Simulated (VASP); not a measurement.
# Zn (Pm-3n) in VASP: single point with revPBE

Aim: the single point of Zn with revPBE.

All numbers are computed with VASP 6.6.1; they aren't measurements. Logs are shortened: lines on timing, memory, paths and dates and some standing lists are left out, and cuts for length are marked.

### Step 1. The cell of the first run

Symmetry: Pm-3n, No. 223, cubic system. Conventional cell: a = 5.021 Å, b = 5.021 Å, c = 5.021 Å, α = 90.00°, β = 90.00°, γ = 90.00°. Zn (site symmetry m-3) has 12 Zn at 2.81 Å within 3.7 Å. Zn (site symmetry -4m2) has 14 Zn at 2.51 to 3.07 Å within 3.3 Å.

### Step 2. Single point, revPBE

Contents of INCAR:

```
ALGO = Normal
EDIFF = 1E-6
ENCUT = 520
GGA = RE
ISIF = 2
ISMEAR = -1
LASPH = True
LCHARG = False
LREAL = False
LWAVE = False
NBANDS = 58
NELM = 100
PREC = Accurate
SIGMA = 0.1
```

Contents of KPOINTS:

```
k-points
0
Gamma
  5 5 5
```

Contents of POSCAR:

```
Zn
1.0
    5.0205613062      0.0000000000      0.0000000000
    0.0000000000      5.0205613062      0.0000000000
    0.0000000000      0.0000000000      5.0205613062
Zn
8
Direct
    1.0000000000      0.0000000000      0.0000000000
    0.5000000000      0.5000000000      0.5000000000
    0.2500000000      0.0000000000      0.5000000000
    0.7500000000      1.0000000000      0.5000000000
    0.5000000000      0.2500000000      0.0000000000
    0.5000000000      0.7500000000      1.0000000000
    1.0000000000      0.5000000000      0.2500000000
    1.0000000000      0.5000000000      0.7500000000
```

Potentials or basis: VASP PAW PBE potentials, release 64 (Zn).

Command:

```
> cat potpaw_PBE.64/Zn/POTCAR > POTCAR
> mpirun -np 1 vasp_std > vasp.out
```

OUTCAR:

```text
EDIFF = 1E-6
   ENCUT = 520
   GGA = RE
   ISIF = 2
   ISMEAR = -1
   LASPH = True
   LREAL = False
   NELM = 100
   PREC = Accurate

 ion  position               nearest neighbor table
   1  0.000  0.000  0.000-   3 2.81   4 2.81   5 2.81   6 2.81   7 2.81   8 2.81   3 2.81   4 2.81
                             7 2.81   8 2.81   5 2.81   6 2.81
   2  0.500  0.500  0.500-   3 2.81   4 2.81   5 2.81   6 2.81   7 2.81   8 2.81   5 2.81   6 2.81
                             3 2.81   4 2.81   7 2.81   8 2.81
   3  0.250  0.000  0.500-   4 2.51   4 2.51   1 2.81   1 2.81   2 2.81   2 2.81
   4  0.750  0.000  0.500-   3 2.51   3 2.51   1 2.81   1 2.81   2 2.81   2 2.81
   5  0.500  0.250  0.000-   6 2.51   6 2.51   1 2.81   2 2.81   2 2.81   1 2.81
   6  0.500  0.750  0.000-   5 2.51   5 2.51   1 2.81   2 2.81   2 2.81   1 2.81
   7  0.000  0.500  0.250-   8 2.51   8 2.51   1 2.81   2 2.81   1 2.81   2 2.81
   8  0.000  0.500  0.750-   7 2.51   7 2.51   1 2.81   2 2.81   1 2.81   2 2.81

  LATTYP: Found a simple cubic cell.
 ALAT       =     5.0205613062

  Lattice vectors:

 A1 = (   5.0205613062,   0.0000000000,   0.0000000000)
 A2 = (   0.0000000000,   5.0205613062,   0.0000000000)
 A3 = (   0.0000000000,   0.0000000000,   5.0205613062)

Analysis of symmetry for initial positions (statically):
=====================================================================
 Subroutine PRICEL returns:
 Original cell was already a primitive cell.

 Routine SETGRP: Setting up the symmetry group for a
 simple cubic supercell.

 Subroutine GETGRP returns: Found 48 space group operations
 (whereof 24 operations were pure point group operations)
 out of a pool of 48 trial point group operations.

The static configuration has the point symmetry T_h .
 The point group associated with its full space group is O_h .

Analysis of symmetry for dynamics (positions and initial velocities):
=====================================================================
 Subroutine PRICEL returns:
 Original cell was already a primitive cell.

 Routine SETGRP: Setting up the symmetry group for a
 simple cubic supercell.

 Subroutine GETGRP returns: Found 48 space group operations
 (whereof 24 operations were pure point group operations)
 out of a pool of 48 trial point group operations.

The dynamic configuration has the point symmetry T_h .
 The point group associated with its full space group is O_h .

 Subroutine INISYM returns: Found 48 space group operations
 (whereof 24 operations are pure point group operations),
 and found     1 'primitive' translations

[... 97 lines left out ...]
   ISIF   =      2    stress and relaxation
   ISYM   =      2    0-nonsym 1-usesym 2-fastsym
   POTIM  = 0.5000    time-step for ionic-motion
   TEBEG  =    0.0;   TEEND  =   0.0 temperature during run
   PSTRESS=    0.0 pullay stress
   NELECT =      96.0000    total number of electrons
   NUPDOWN=      -1.0000    fix difference up-down
   EMIN   =  10.00;   EMAX   =-10.00  energy-range for DOS
   EFERMI =   0.00;   METHOD = LEGACY
   ISMEAR =    -1;   SIGMA  =   0.10  broadening in eV -4-tet -1-fermi 0-gaus
   EFERMI_NEDOS =   21; number of points for ismear=-14 and -15
   IALGO  =     38    algorithm
   IMIX   =      4    mixing-type and parameters
     AMIX     =   0.40;   BMIX     =  1.00
     AMIX_MAG =   1.60;   BMIX_MAG =  1.00
  volume/ion in A,a.u.               =      15.82       106.75
  Fermi-wavevector in a.u.,A,eV,Ry     =   1.493068  2.821490 30.330822  2.229253
  Thomas-Fermi vector in A             =   2.605516
   LORBIT       =      0    0 simple, 1 ext, 2 COOP (PROOUT), +10 PAW based schemes
   GGA     = RE    functional components
   LHFCALC =     F    Hartree Fock is set to
   AEXX    =    0.0000 exact exchange contribution
   IVDW    =     0    specifies the selected vdW correction
   LEPSILON=     F    determine dielectric tensor
   LRPA    =     F    only Hartree local field effects (RPA)
 non-spin polarized calculation
  energy-cutoff  :      520.00
  volume of cell :      126.55
 maximum number of plane-waves:      3430
 NGX is ok and might be reduce to    40
   NGX = 19   NGY = 19   NGZ = 19

 number of electron      96.0000209 magnetization

 Free energy of the ion-electron system (eV)
  ---------------------------------------------------
  ext. energy  EPLUGINS =         0.00000000
  ---------------------------------------------------
  free energy    TOTEN  =        -6.19980709 eV

  energy without entropy =       -6.10886186  energy(sigma->0) =       -6.15433448

 E-fermi :   2.9342     XC(G=0): -11.2518

 val. band max:        2.7507800544   @ k =   0.2000   0.2000   0.2000
 cond. band min:       2.9577942489   @ k =   0.4000   0.2000   0.2000
 fundamental gap:      0.2070141945
 Fermi energy:         2.9341882374

 k-point     1 :       0.0000    0.0000    0.0000
  band No.  band energies     occupation
      1      -7.1452      2.00000
      2      -5.4555      2.00000
      3      -5.4555      2.00000
      4      -5.1446      2.00000
      5      -5.0474      2.00000
      6      -5.0474      2.00000
[... 599 lines left out ...]
     57       8.9033      0.00000
     58       9.9613      0.00000

------------------------ aborting loop because EDIFF is reached ----------------------------------------

  FORCE on cell =-STRESS in cart. coord.  units (eV):
  Direction    XX          YY          ZZ          XY          YZ          ZX
  --------------------------------------------------------------------------------------
  -------------------------------------------------------------------------------------
  Total        1.3231178      1.3231178      1.3231178      0.0000000      0.0000000      0.0000000
  in kB       16.7514448     16.7514448     16.7514448      0.0000000      0.0000000      0.0000000
  external PRESSURE =      16.7514448 kB  Pullay stress =       0.0000000 kB

 VOLUME and BASIS-vectors are now :
 -----------------------------------------------------------------------------
  energy-cutoff  :      520.00
  volume of cell :      126.55
      direct lattice vectors                 reciprocal lattice vectors
     5.020561306  0.000000000  0.000000000     0.199180916  0.000000000  0.000000000
     0.000000000  5.020561306  0.000000000     0.000000000  0.199180916  0.000000000
     0.000000000  0.000000000  5.020561306     0.000000000  0.000000000  0.199180916

 POSITION                                       TOTAL-FORCE (eV/Angst)
 -----------------------------------------------------------------------------------
      0.00000      0.00000      0.00000        -0.000000      0.000000      0.000000
      2.51028      2.51028      2.51028        -0.000000      0.000000      0.000000
      1.25514      0.00000      2.51028        -0.000000     -0.000000     -0.000000
      3.76542      0.00000      2.51028         0.000000     -0.000000      0.000000
      2.51028      1.25514      0.00000        -0.000000      0.000000      0.000000
      2.51028      3.76542      0.00000         0.000000      0.000000     -0.000000
      0.00000      2.51028      1.25514        -0.000000      0.000000     -0.000000
      0.00000      2.51028      3.76542         0.000000      0.000000      0.000000
 -----------------------------------------------------------------------------------
    total drift:                               -0.000000     -0.000000     -0.000000

  FREE ENERGIE OF THE ION-ELECTRON SYSTEM (eV)
  ---------------------------------------------------
  free  energy   TOTEN  =        -6.1998070907 eV

  energy  without entropy=       -6.1088618615  energy(sigma->0) =       -6.15433448
```

OSZICAR:

```text
N       E                     dE             d eps       ncg     rms          rms(c)
DAV:   1     0.733488765682E+03    0.73349E+03   -0.45764E+04  1160   0.261E+03
DAV:   2     0.618987178382E+02   -0.67159E+03   -0.64970E+03  1160   0.522E+02
DAV:   3    -0.491566158592E+01   -0.66814E+02   -0.65104E+02  1198   0.160E+02
DAV:   4    -0.676318648313E+01   -0.18475E+01   -0.18345E+01  1284   0.291E+01
DAV:   5    -0.676935802893E+01   -0.61715E-02   -0.61687E-02  1236   0.157E+00    0.738E+00
DAV:   6    -0.621315435030E+01    0.55620E+00   -0.30896E+00  1296   0.209E+01    0.576E+00
DAV:   7    -0.620442712682E+01    0.87272E-02   -0.11846E-01  1232   0.496E+00    0.301E+00
DAV:   8    -0.620069910143E+01    0.37280E-02   -0.34518E-02  1378   0.519E+00    0.296E-01
DAV:   9    -0.619961626145E+01    0.10828E-02   -0.64980E-03  1320   0.271E+00    0.128E-01
DAV:  10    -0.619974127621E+01   -0.12501E-03   -0.38079E-03  1378   0.144E+00    0.869E-02
DAV:  11    -0.619978869833E+01   -0.47422E-04   -0.25083E-03  1302   0.108E+00    0.328E-02
DAV:  12    -0.619980721123E+01   -0.18513E-04   -0.14892E-04  1192   0.900E-02    0.393E-02
DAV:  13    -0.619980709066E+01    0.12058E-06   -0.14807E-06   708   0.107E-02
   1 F= -.61998071E+01 E0= -.61543345E+01  d E =-.909452E-01
```

stdout:

```text
POSCAR found type information on POSCAR Zn
 POSCAR found :  1 types and       8 ions
 scaLAPACK will be used
 -----------------------------------------------------------------------------
|                                                                             |
|                                                                             |
|     You enforced a specific xc type in the INCAR file but a different       |
|     I HOPE YOU KNOW WHAT YOU ARE DOING!                                     |
|                                                                             |
 -----------------------------------------------------------------------------

 LDA part: xc-table for (Slater+PW92), standard interpolation
 POSCAR, INCAR and KPOINTS ok, starting setup
 FFT: planning ... GRIDC
 FFT: planning ... GRID_SOFT
 FFT: planning ... GRID
 WAVECAR not read
 entering main loop
```

It took 44 s on 1 thread of AMD EPYC 9R45 (Zen 5), shared host; peak memory 0.21 GiB.

Results:

```yaml
Free_energy: -6.1998 eV
Pressure: 1.7 GPa
Band_gap_on_the_k_mesh: zero (band 48 reaches 4.64 eV, above the bottom of band 49 at 2.18 eV)
```

Caveat: the PAW data sets were made with another functional, which shifts forces and pressure a little.
